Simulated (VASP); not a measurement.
# Zr18H (a cell with a defect) in VASP: single point with PBE

Aim: the single point of Zr18H (a cell with a defect) with PBE.

All numbers are computed with VASP 6.6.1; they aren't measurements. Logs are shortened: lines on timing, memory, paths and dates and some standing lists are left out, and cuts for length are marked.

## Step 1: The cell of the first run

The cell holds a defect, 19 atoms: a = 7.620 Å, b = 7.620 Å, c = 7.620 Å, α = 79.09°, β = 79.09°, γ = 79.09°.

## Step 2: Single point, PBE (with an interstitial atom, then relaxed in part)

The input, INCAR:

```
ALGO = Normal
EDIFF = 1E-6
ENCUT = 520
GGA = PE
ISIF = 2
ISMEAR = 0
LASPH = True
LCHARG = False
LREAL = Auto
LWAVE = False
NBANDS = 124
NELM = 100
PREC = Accurate
SIGMA = 0.1
```

The input, KPOINTS:

```
k-points
0
Gamma
  3 3 3
```

The input, POSCAR:

```
Zr18H
1.0
   -4.8517212585      2.8011425747      5.1654655887
    0.0000000000     -5.6022851492      5.1654655887
    4.8517212585      2.8011425746      5.1654655887
Zr H
18 1
Direct
    0.5285458125      0.5267687691      0.1964315426
    0.8580960219      0.1953283471      0.1965941271
    0.1968534614      0.5267547833      0.5279529838
    0.1975302158      0.8560275460      0.1966368997
    0.5283854759      0.1956144204      0.5278052088
    0.8633260146      0.5297976498      0.8627488127
    0.8633314712      0.8617068858      0.5309206563
    0.1973321735      0.1952051233      0.8575535394
    0.5318753193      0.8616691336      0.8626624784
    0.4735812083      0.8043223021      0.4730241915
    0.8050710864      0.4731095357      0.4728949908
    0.1439895088      0.8042093245      0.8042741531
    0.1388959527      0.1380994524      0.4699782706
    0.4734519050      0.4730743566      0.8044376288
    0.8049872308      0.8041509905      0.1433729040
    0.8044795758      0.1443171624      0.8036278700
    0.1388738645      0.4696246498      0.1382012756
    0.4708040153      0.1381114400      0.1381785214
    0.0029421892     -0.0009951676      0.0010494673
```

Potentials or basis: VASP PAW PBE potentials, release 64 (Zr_sv, H).

Command:

```
> cat potpaw_PBE.64/Zr_sv/POTCAR potpaw_PBE.64/H/POTCAR > POTCAR
> mpirun -np 1 vasp_std > vasp.out
```

OUTCAR:

```text
EDIFF = 1E-6
   ENCUT = 520
   GGA = PE
   ISIF = 2
   ISMEAR = 0
   LASPH = True
   LREAL = Auto
   NELM = 100
   PREC = Accurate

 ion  position               nearest neighbor table
   1  0.529  0.527  0.196-  11 3.17  15 3.18  10 3.18  18 3.20   4 3.20  17 3.20  14 3.20   2 3.21
                             5 3.21   3 3.22   6 3.24   9 3.24
   2  0.858  0.195  0.197-  19 2.30  13 3.18  11 3.18  17 3.18  18 3.19  15 3.19  16 3.20   5 3.21
                             1 3.21   7 3.24   6 3.24   8 3.29   4 3.29
   3  0.197  0.527  0.528-  14 3.17  12 3.18  10 3.18  13 3.20  11 3.20  17 3.20   4 3.21   8 3.21
                             5 3.22   1 3.22   6 3.24   7 3.24
   4  0.198  0.856  0.197-  19 2.28  10 3.17  18 3.18  13 3.18  17 3.18  12 3.20  15 3.20   1 3.20
                             3 3.21   9 3.24   7 3.24   8 3.29   2 3.29
   5  0.528  0.196  0.528-  16 3.17  14 3.18  11 3.18  10 3.20  13 3.20  18 3.20   8 3.21   2 3.21
                             1 3.21   3 3.22   9 3.24   7 3.25
   6  0.863  0.530  0.863-  17 3.16  16 3.18  15 3.18  12 3.18  11 3.20  14 3.20   9 3.22   7 3.22
                             3 3.24   2 3.24   1 3.24   8 3.24
   7  0.863  0.862  0.531-  13 3.16  12 3.18  16 3.18  15 3.19  11 3.20  10 3.20   9 3.22   6 3.22
                             2 3.24   3 3.24   4 3.24   5 3.25
   8  0.197  0.195  0.858-  19 2.29  18 3.18  14 3.18  17 3.18  13 3.19  12 3.19  16 3.20   5 3.21
                             3 3.21   9 3.24   6 3.24   4 3.29   2 3.29
   9  0.532  0.862  0.863-  18 3.16  15 3.18  16 3.18  12 3.19  14 3.20  10 3.20   7 3.22   6 3.22
[... 4 lines left out ...]
                            10 3.22  14 3.22  17 3.24  13 3.25
  12  0.144  0.804  0.804-  19 2.29   7 3.18   3 3.18   6 3.18   8 3.19   9 3.19   4 3.20  14 3.21
                            10 3.21  13 3.24  17 3.24  15 3.29  16 3.30
  13  0.139  0.138  0.470-   7 3.16   2 3.18   4 3.18   8 3.19   3 3.20   5 3.20  17 3.22  18 3.22
                            16 3.24  12 3.24  10 3.24  11 3.25
  14  0.473  0.473  0.804-   3 3.17   5 3.18   8 3.18   9 3.20  16 3.20   1 3.20   6 3.20  12 3.21
                            10 3.22  11 3.22  17 3.24  18 3.24
  15  0.805  0.804  0.143-  19 2.30   9 3.18   1 3.18   6 3.18   7 3.19   2 3.19   4 3.20  11 3.20
                            10 3.21  18 3.24  17 3.24  12 3.29  16 3.30
  16  0.804  0.144  0.804-  19 2.32   5 3.17   6 3.18   9 3.18   7 3.18  11 3.20   8 3.20  14 3.20
                             2 3.20  13 3.24  18 3.24  12 3.30  15 3.30
  17  0.139  0.470  0.138-   6 3.16   8 3.18   2 3.18   4 3.18   3 3.20   1 3.20  13 3.22  18 3.22
                            14 3.24  15 3.24  11 3.24  12 3.24
  18  0.471  0.138  0.138-   9 3.16   8 3.18   4 3.18   2 3.19   1 3.20   5 3.20  17 3.22  13 3.22
                            15 3.24  16 3.24  10 3.24  14 3.24
  19  0.003  0.999  0.001-   4 2.28   8 2.29  12 2.29   2 2.30  15 2.30  16 2.32

  LATTYP: Found a trigonal (rhomboedric) cell.
 ALAT       =     7.6202121783
 COS(alpha) =     0.1892488915

  Lattice vectors:

 A1 = (  -4.8517212585,   2.8011425747,   5.1654655887)
 A2 = (   0.0000000000,  -5.6022851492,   5.1654655887)
 A3 = (   4.8517212585,   2.8011425746,   5.1654655887)

Analysis of symmetry for initial positions (statically):
=====================================================================
 Subroutine PRICEL returns:
 Original cell was already a primitive cell.

 Routine SETGRP: Setting up the symmetry group for a
 trigonal (rhombohedral) supercell.

 Subroutine GETGRP returns: Found  1 space group operations
 (whereof  1 operations were pure point group operations)
 out of a pool of 12 trial point group operations.

The static configuration has the point symmetry C_1 .

Analysis of symmetry for dynamics (positions and initial velocities):
=====================================================================
 Subroutine PRICEL returns:
 Original cell was already a primitive cell.

 Routine SETGRP: Setting up the symmetry group for a
 trigonal (rhombohedral) supercell.

 Subroutine GETGRP returns: Found  1 space group operations
 (whereof  1 operations were pure point group operations)
 out of a pool of 12 trial point group operations.

The dynamic configuration has the point symmetry C_1 .

 Subroutine INISYM returns: Found  1 space group operations
 (whereof  1 operations are pure point group operations),
 and found     1 'primitive' translations

----------------------------------------------------------------------------------------

                                     Primitive cell

  volume of cell :     421.2033

  direct lattice vectors                    reciprocal lattice vectors
    -4.851721258  2.801142575  5.165465589    -0.103056209  0.059499530  0.064531130
     0.000000000 -5.602285149  5.165465589    -0.000000000 -0.118999060  0.064531130
     4.851721258  2.801142575  5.165465589     0.103056209  0.059499530  0.064531130

  length of vectors
[... 70 lines left out ...]

 Following reciprocal coordinates:
            Coordinates               Weight
  0.000000  0.000000  0.000000      1.000000
  0.333333 -0.000000  0.000000      2.000000
 -0.000000  0.333333 -0.000000      2.000000
  0.000000 -0.000000  0.333333      2.000000
  0.333333  0.333333  0.000000      2.000000
 -0.333333  0.000000 -0.333333      2.000000
  0.000000  0.333333  0.333333      2.000000
 -0.333333  0.333333 -0.000000      2.000000
  0.333333  0.000000 -0.333333      2.000000
  0.000000 -0.333333  0.333333      2.000000
  0.333333  0.333333  0.333333      2.000000
 -0.333333  0.333333  0.333333      2.000000
  0.333333 -0.333333  0.333333      2.000000
  0.333333  0.333333 -0.333333      2.000000
   k-points           NKPTS =     14   k-points in BZ     NKDIM =     14   number of bands    NBANDS=    124
   number of dos      NEDOS =    301   number of ions     NIONS =     19
   total plane-waves  NPLWV = 216000
   dimension x,y,z NGX =    60 NGY =   60 NGZ =   60
   dimension x,y,z NGXF=   120 NGYF=  120 NGZF=  120
   ions per type =              18   1
   NGX,Y,Z   is equivalent  to a cutoff of  13.09, 13.09, 13.09 a.u.
   NGXF,Y,Z  is equivalent  to a cutoff of  26.18, 26.18, 26.18 a.u.
 SYSTEM =  unknown system
   PREC   = accura    normal or accurate (medium, high low for compatibility)
   ISTART =      0    job   : 0-new  1-cont  2-samecut
   ICHARG =      2    charge: 1-file 2-atom 10-const
   ISPIN  =      1    spin polarized calculation?
   LNONCOLLINEAR =      F non collinear calculations
   LSORBIT =      F    spin-orbit coupling
   LASPH  =      T    aspherical Exc in radial PAW
   ENCUT  =  520.0 eV  38.22 Ry    6.18 a.u.  14.17 14.17 14.17*2*pi/ulx,y,z
   NELM   =    100;   NELMIN=  2; NELMDL= -5     # of ELM steps
   EDIFF  = 0.1E-05   stopping-criterion for ELM
   LREAL  =      T    real-space projection
   EDIFFG = 0.1E-04   stopping-criterion for IOM
   NSW    =      0    number of steps for IOM
   IBRION =     -1    ionic relax: 0-MD 1-quasi-New 2-CG
   NFREE  =      0    steps in history (QN), initial steepest desc. (CG)
   ISIF   =      2    stress and relaxation
   ISYM   =      2    0-nonsym 1-usesym 2-fastsym
   POTIM  = 0.5000    time-step for ionic-motion
   TEBEG  =    0.0;   TEEND  =   0.0 temperature during run
   PSTRESS=    0.0 pullay stress
   NELECT =     217.0000    total number of electrons
   NUPDOWN=      -1.0000    fix difference up-down
   EMIN   =  10.00;   EMAX   =-10.00  energy-range for DOS
   EFERMI =   0.00;   METHOD = LEGACY
   ISMEAR =     0;   SIGMA  =   0.10  broadening in eV -4-tet -1-fermi 0-gaus
   EFERMI_NEDOS =   21; number of points for ismear=-14 and -15
   IALGO  =     38    algorithm
   IMIX   =      4    mixing-type and parameters
     AMIX     =   0.40;   BMIX     =  1.00
     AMIX_MAG =   1.60;   BMIX_MAG =  1.00
  volume/ion in A,a.u.               =      22.17       149.60
  Fermi-wavevector in a.u.,A,eV,Ry     =   1.312394  2.480065 23.434366  1.722377
  Thomas-Fermi vector in A             =   2.442789
   LORBIT       =      0    0 simple, 1 ext, 2 COOP (PROOUT), +10 PAW based schemes
   GGA     = PE    functional components
   LHFCALC =     F    Hartree Fock is set to
   AEXX    =    0.0000 exact exchange contribution
   IVDW    =     0    specifies the selected vdW correction
   LEPSILON=     F    determine dielectric tensor
   LRPA    =     F    only Hartree local field effects (RPA)
 non-spin polarized calculation
 Gauss-broadening in eV      SIGMA  =   0.10
  energy-cutoff  :      520.00
  volume of cell :      421.20
 maximum number of plane-waves:     11368
 NGX is ok and might be reduce to    60
   NGX = 29   NGY = 29   NGZ = 29

 number of electron     216.9999999 magnetization

 Free energy of the ion-electron system (eV)
  ---------------------------------------------------
  ext. energy  EPLUGINS =         0.00000000
  ---------------------------------------------------
  free energy    TOTEN  =      -157.10958183 eV

  energy without entropy =     -156.97822933  energy(sigma->0) =     -157.04390558

 E-fermi :   9.0332     XC(G=0): -11.0884

 val. band max:        9.0323435979   @ k =  -0.3333   0.0000  -0.3333
 cond. band min:       9.0409225435   @ k =   0.0000   0.3333   0.3333
 fundamental gap:      0.0085789455
 Fermi energy:         9.0331755525

 k-point     1 :       0.0000    0.0000    0.0000
  band No.  band energies     occupation
      1     -39.8682      2.00000
      2     -39.7744      2.00000
      3     -39.7732      2.00000
      4     -39.7647      2.00000
      5     -39.7482      2.00000
      6     -39.7471      2.00000
[... 1711 lines left out ...]
    119       9.7684      0.00000
    120       9.8018      0.00000
 [bands above 120 left out]

------------------------ aborting loop because EDIFF is reached ----------------------------------------

  FORCE on cell =-STRESS in cart. coord.  units (eV):
  Direction    XX          YY          ZZ          XY          YZ          ZX
  --------------------------------------------------------------------------------------
  -------------------------------------------------------------------------------------
  Total        0.3245119      0.7192647      2.1435949     -0.0032167      0.0236344     -0.0026563
  in kB        1.2343817      2.7359462      8.1538277     -0.0122358      0.0899009     -0.0101042
  external PRESSURE =       4.0413852 kB  Pullay stress =       0.0000000 kB

 VOLUME and BASIS-vectors are now :
 -----------------------------------------------------------------------------
  energy-cutoff  :      520.00
  volume of cell :      421.20
      direct lattice vectors                 reciprocal lattice vectors
    -4.851721258  2.801142575  5.165465589    -0.103056209  0.059499530  0.064531130
     0.000000000 -5.602285149  5.165465589    -0.000000000 -0.118999060  0.064531130
     4.851721258  2.801142575  5.165465589     0.103056209  0.059499530  0.064531130

 POSITION                                       TOTAL-FORCE (eV/Angst)
 -----------------------------------------------------------------------------------
     -1.61133     -0.92034      6.46585        -0.006682     -0.004547     -0.003472
     -3.20942      1.86005      6.45693         0.011078     -0.008290      0.015074
      1.60640     -0.92074      6.46490         0.002152     -0.002975      0.000099
     -0.00433     -3.69159      6.45784         0.002316      0.015314      0.017440
     -0.00282      1.86265      6.46616        -0.002024      0.006375     -0.008990
     -0.00280      1.86690     11.65263        -0.001462     -0.008460     -0.011475
[... 11 lines left out ...]
     -1.61381      0.93211      3.85909         0.007019      0.000421      0.010452
     -0.00918     -5.58553      5.18094         0.009721     -0.017431     -0.016321
 -----------------------------------------------------------------------------------
    total drift:                               -0.001595     -0.002510     -0.002015

  FREE ENERGIE OF THE ION-ELECTRON SYSTEM (eV)
  ---------------------------------------------------
  free  energy   TOTEN  =      -157.1095818292 eV

  energy  without entropy=     -156.9782293262  energy(sigma->0) =     -157.04390558
```

It took 23 min on 1 thread of Intel Xeon Platinum 8488C (Sapphire Rapids), shared host; peak memory 0.75 GiB.

Results:

```yaml
Free_energy: -157.1096 eV
Pressure: 0.4 GPa
Largest_force: 0.026 eV/Å
Band_gap_on_the_k_mesh: zero (an odd number of electrons rules out a gap without spin polarisation)
```

Forces in eV/Å, atoms in the order of the input:
```
Zr  -0.007 -0.005 -0.003
Zr   0.011 -0.008  0.015
Zr   0.002 -0.003  0.000
Zr   0.002  0.015  0.017
Zr  -0.002  0.006 -0.009
Zr  -0.001 -0.008 -0.011
Zr   0.007  0.000 -0.010
Zr  -0.012 -0.011  0.014
Zr  -0.005 -0.002 -0.015
Zr  -0.002 -0.005  0.007
Zr  -0.006  0.004  0.001
Zr  -0.010  0.009 -0.011
Zr  -0.007  0.000  0.009
Zr   0.004  0.004  0.005
Zr   0.009  0.009 -0.009
Zr   0.000  0.004 -0.009
Zr   0.000  0.007  0.015
Zr   0.007  0.000  0.010
H    0.010 -0.017 -0.016
```

Stress tensor (GPa, compression positive):
```
0.12 0.00 0.00
0.00 0.27 0.01
0.00 0.01 0.82
```

Caveat: the cell differs from its parent crystal (with an interstitial atom, then relaxed in part).
